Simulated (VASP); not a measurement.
# Al6H: single point with PBE

System: Al6H, a slab with vacuum.

```
CELL_PARAMETERS angstrom
5.71352 0.00000 0.00000
0.00000 5.71352 0.00000
0.00000 0.00000 22.17470
ATOMIC_POSITIONS crystal
Al 0.25000 0.25000 0.18039
Al 0.25000 0.75000 0.18039
Al 0.75000 0.25000 0.18039
Al 0.75000 0.75000 0.18039
Al 0.00000 0.00000 0.27441
Al 0.00000 0.50000 0.27441
Al 0.50000 0.00000 0.27441
Al 0.50000 0.50000 0.27441
Al 0.25000 0.25000 0.36865
Al 0.25000 0.75000 0.36865
Al 0.75000 0.25000 0.36865
Al 0.75000 0.75000 0.36865
H 0.00000 0.80441 0.38894
H 0.00000 0.19559 0.38894
```

```
Program                : VASP 6.6.1
Task                   : single point
Functional             : PBE
Potentials or basis    : VASP PAW PBE potentials, release 64 (Al, H)
Cutoff                 : 520 eV
k mesh                 : 5 × 5 × 1
Occupations            : gaussian, width 0.1 eV
Spin                   : no spin polarisation
Dipole correction      : yes
Further INCAR settings : ALGO = Normal; EDIFF = 1e-07; NBANDS = 32
```

```json
{
  "Largest force": "2.496 eV/Å",
  "Band gap on the k mesh": "zero (bands 19 and 20 overlap by 0.76 eV)"
}
```

Forces on the atoms (eV/Å):
```
Al  -0.084 -0.045  0.020
Al  -0.084  0.045  0.020
Al   0.084 -0.045  0.020
Al   0.084  0.045  0.020
Al   0.000  0.000 -0.398
Al   0.000  0.000 -0.201
Al   0.000  0.000 -0.012
Al   0.000  0.000 -0.222
Al   2.276  0.661 -0.783
Al   2.276 -0.661 -0.783
Al  -2.276  0.661 -0.783
Al  -2.276 -0.661 -0.783
H    0.000  0.827  1.944
H    0.000 -0.827  1.944
```

Levels at points of the mesh, in eV from the Fermi level:
```
           k point  band 17  band 18  band 19  band 20  band 21  band 22
(0.00, 0.00, 0.00)    -1.05    -0.87    -0.52    -0.49    -0.23    -0.13
```

Wall time 16 min on 1 thread of Intel Xeon 8259CL (shared host), peak memory 0.68 GiB.
